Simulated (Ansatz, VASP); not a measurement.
## CaSe: VASP beside Ansatz

File INCAR:

```
ALGO = Normal
EDIFF = 1E-6
ENCUT = 520
ISIF = 2
ISMEAR = 0
LASPH = T
LCHARG = T
LELF = T
LREAL = F
LVHAR = T
LWAVE = F
NBANDS = 15
NELM = 100
PREC = Accurate
SIGMA = 0.05
```

Contents of KPOINTS:

```
k-points
0
Gamma
  8 8 8
```

File POSCAR:

```
CaSe
1.0
    0.0000000000      2.8828155336      4.3242233004
    2.8828155336      0.0000000000      4.3242233004
    2.8828155336      2.8828155336      0.0000000000
Ca Se
1 1
Direct
    0.0000000000      0.0000000000      0.0000000000
    0.7500000000      0.7500000000      0.7500000000
```

Input for Ansatz:

```yaml
crystal:
  lattice:
    - [0.0, 2.8828155336, 4.3242233004]
    - [2.8828155336, 0.0, 4.3242233004]
    - [2.8828155336, 2.8828155336, 0.0]
  atoms:
    - { symbol: Ca, position: [0.0, 0.0, 0.0] }
    - { symbol: Se, position: [0.75, 0.75, 0.75] }
basis:
  ecutwfc: 420
kpoints:
  mp_grid: { grid: [8, 8, 8] }
hamiltonian:
  xc: lda
scf:
  occupations: { method: gaussian, width: 0.05 }
output:
  forces: true
  stress: true
  eigenvalues: true
```

Alike in both runs: task single point; functional LDA; k mesh 8 × 8 × 8; occupations gaussian, width 0.05 eV; no spin polarisation.

|  | VASP | Ansatz |
| --- | --- | --- |
| version | VASP 6.6.1 | Ansatz 0.2.0 |
| potentials or method | VASP PAW LDA potentials, release 64 (Ca_sv, Se), cutoff 520 eV | scalar-relativistic, plane waves, PAW |
| valence electrons in the cell | 16 | 26 |

|  | VASP | Ansatz | Ansatz less VASP |
| --- | --- | --- | --- |
| gap on the k mesh at the Fermi level (eV) | 0.90 | 0.90 | -0.008 |
| least direct gap on the mesh (eV) | 1.30 | 1.28 | -0.011 |
| pressure (GPa) | -5.0 | -5.1 | -0.09 |
| traceless stress, the component that is largest in VASP (GPa) | -8.35 | -8.41 | -0.059 |

LDA's correlation is that of Perdew and Zunger in VASP and of Perdew and Wang (1992) in Ansatz. VASP's potentials hold 16 valence electrons a cell and Ansatz's 26, so a difference there can come from the potentials and not from the codes.
